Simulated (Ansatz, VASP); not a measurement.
**FeSi2: VASP beside Ansatz**

```
Fe Si
1.0
     2.62276    0.00000    0.00000
     0.00000    2.62276    0.00000
     0.00000    0.00000    5.00424
Fe Si
1 2
Direct
  0.00000 0.00000 0.00000
  0.50000 0.50000 0.27338
  0.50000 0.50000 0.72662
```

Change from the starting cell: equal strain along all axes, cell held, atoms relaxed: -2.0 %.

Alike in both runs: functional PBEsol; k mesh 16 × 16 × 8; occupations gaussian, width 0.1 eV; no spin polarisation.

Ansatz relaxed the structure, and its values are those at the end. VASP's run is a single point on that final structure, the one shown.

|  | VASP | Ansatz |
| --- | --- | --- |
| version | VASP 6.6.1 | Ansatz 0.2.0 |
| potentials or method | VASP PAW PBE potentials, release 64 (Fe, Si), cutoff 520 eV | scalar-relativistic, plane waves, PAW |
| valence electrons in the cell | 16 | 24 |

|  | VASP | Ansatz | Ansatz less VASP |
| --- | --- | --- | --- |
| gap on the k mesh at the Fermi level (eV) | none | none | - |
| pressure (GPa) | 14.4 | 13.8 | -0.58 |
| rms of the force components (eV/Å) | 0.013 | 0.000 | -0.0132 |

VASP's potentials were made for PBE, not for PBEsol. A gap of «none» marks a metal or a gap that the smearing closes. With one functional, cell and mesh, what is left measures potentials, basis and numerics. VASP's potentials hold 16 valence electrons a cell and Ansatz's 24, so a difference there can come from the potentials and not from the codes. Ansatz's warnings: stress scf threshold loose.
